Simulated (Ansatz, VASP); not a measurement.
Two plane-wave programs on Ir

The input INCAR:

```
PREC = Accurate
ENCUT = 500
EDIFF = 1E-6
ISMEAR = 0
SIGMA = 0.15
LREAL = False
LASPH = True
NELM = 120
ALGO = Normal
ISIF = 2
LWAVE = False
LCHARG = False
NBANDS = 14
GGA_COMPAT = False
```

Contents of KPOINTS:

```
Automatic mesh
0
Gamma
  22 22 22
```

File POSCAR:

```
Ir
1.0
    0.0000000000      1.9221777951      1.9221777951
    1.9221777951      0.0000000000      1.9221777951
    1.9221777951      1.9221777951      0.0000000000
Ir
1
Direct
    0.0000000000      0.0000000000      0.0000000000
```

Input for Ansatz:

```yaml
crystal:
  lattice:
    - [0.0, 1.9221777951, 1.9221777951]
    - [1.9221777951, 0.0, 1.9221777951]
    - [1.9221777951, 1.9221777951, 0.0]
  atoms:
    - { symbol: Ir, position: [0.0, 0.0, 0.0] }
basis:
  ecutwfc: 420
kpoints:
  mp_grid: { grid: [22, 22, 22] }
hamiltonian:
  xc: lda
  pseudopotentials: { kind: paw, azcp: { folder: soft_1 } }
scf:
  occupations: { method: gaussian, width: 0.15 }
output:
  forces: true
  stress: true
  eigenvalues: true
```

Alike in both runs: task single point; functional LDA; k mesh 22 × 22 × 22; occupations gaussian, width 0.15 eV; no spin polarisation.

|  | VASP | Ansatz |
| --- | --- | --- |
| version | VASP 6.6.1 | Ansatz 0.2.0 |
| potentials or method | VASP PAW LDA potentials, release 64 (Ir_sv_GW), cutoff 500 eV | scalar-relativistic, plane waves, PAW |
| valence electrons in the cell | 17 | 17 |

VASP gave:

| Item | Value |
| --- | --- |
| gap on the k mesh at the Fermi level (eV) | none |
| pressure (GPa) | -11.6 |

Q: Estimate Ansatz's values.

A: gap on the k mesh at the Fermi level (eV): none; pressure (GPa): -9.8.

Ansatz warns that its potentials were made for another functional, while VASP's fit it. LDA's correlation is that of Perdew and Zunger in VASP and of Perdew and Wang (1992) in Ansatz. A gap of «none» marks a metal or a gap that the smearing closes.

Neither program's run includes spin-orbit coupling.
